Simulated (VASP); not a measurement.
Runs of VASP 6.6.1 on ZnCdO. The structure is that of space group P4_2/mmc (No. 131), or close to it. The cells are those of the table. 

```csv
task,spin,cell,k mesh,cutoff (eV),gap on the mesh (eV),pressure (GPa),moment (μB)
single point,off,"a = 3.512, b = 3.512, c = 10.340 Å, 6 atoms",6 × 6 × 4,520,none,0.6,-
single point,"collinear, ferromagnetic start","a = 3.668, b = 3.668, c = 7.179 Å, 6 atoms",6 × 6 × 4,520,none,8.7,0.00
single point,"collinear, ferromagnetic start","a = 3.512, b = 3.512, c = 10.340 Å, 6 atoms",6 × 6 × 2,520,none,(a),0.00
single point,off,"a = 3.500, b = 3.500, c = 10.724 Å, 6 atoms",10 × 10 × 4,520,none,0.5,-
relaxation of cell and atoms,off,"relaxed from a = 3.668, b = 3.668, c = 7.179 Å, 6 atoms",6 × 6 × 4,600,none,0.1,-
single point,off,"a = 3.668, b = 3.668, c = 7.179 Å, 6 atoms",6 × 6 × 4,520,none,8.7,-
```

Alike in all rows: level PBE; potentials or basis VASP PAW PBE potentials, release 64 (Zn, Cd, O); smearing gaussian 0.1 eV.

Fill in the values left out.

(a) 0.7.

A k mesh can miss the band edges, and the runs leave out spin-orbit coupling on Cd.

A gap of «none» marks levels without a gap at the run's occupations.
